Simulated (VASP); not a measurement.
## Bi: single point with PBE

The system is Bi.

```
Bi
1.0
    -4.40858    4.40858    1.50279
     4.40858   -4.40858    1.50279
     4.40858    4.40858   -1.50279
Bi
1
Cartesian
  0.0000 0.0000 0.0000
```

This cell differs from its parent crystal: strained.

| Quantity | Value |
| --- | --- |
| Program | VASP 6.6.1 |
| Task | single point |
| Functional | PBE |
| Potentials or basis | VASP PAW PBE potentials, release 64 (Bi_d) |
| Cutoff | 520 eV |
| k mesh | 16 × 16 × 16 |
| Occupations | gaussian, width 0.1 eV |
| Spin | no spin polarisation |

| Item | Value |
| --- | --- |
| Pressure | -0.8 GPa |

Stress tensor (GPa, compression positive):
```
-0.10  0.00  0.00
 0.00 -0.10  0.00
 0.00  0.00 -2.31
```

Levels at points of the mesh, in eV from the Fermi level:
```tsv
k point	band 6	band 7	band 8	band 9	band 10	band 11
(0.00, 0.00, 0.00)	-11.21	-1.03	-1.03	2.96	4.77	7.15
(0.50, 0.00, 0.00)	-8.33	-3.16	1.66	1.66	5.98	6.17
(0.50, 0.50, 0.00)	-11.21	-1.33	-1.00	3.96	5.04	5.84
(0.50, 0.50, 0.50)	-11.20	-1.28	-1.28	4.10	6.38	6.38
```

Wall time 13 min on 1 thread of AMD EPYC 7R43 64-Core Processor (Zen 3), on a shared host, peak memory 0.66 GiB.

Caveat: the cell differs from its parent crystal (strained); spin-orbit coupling is left out, which moves the levels of the heavy elements.
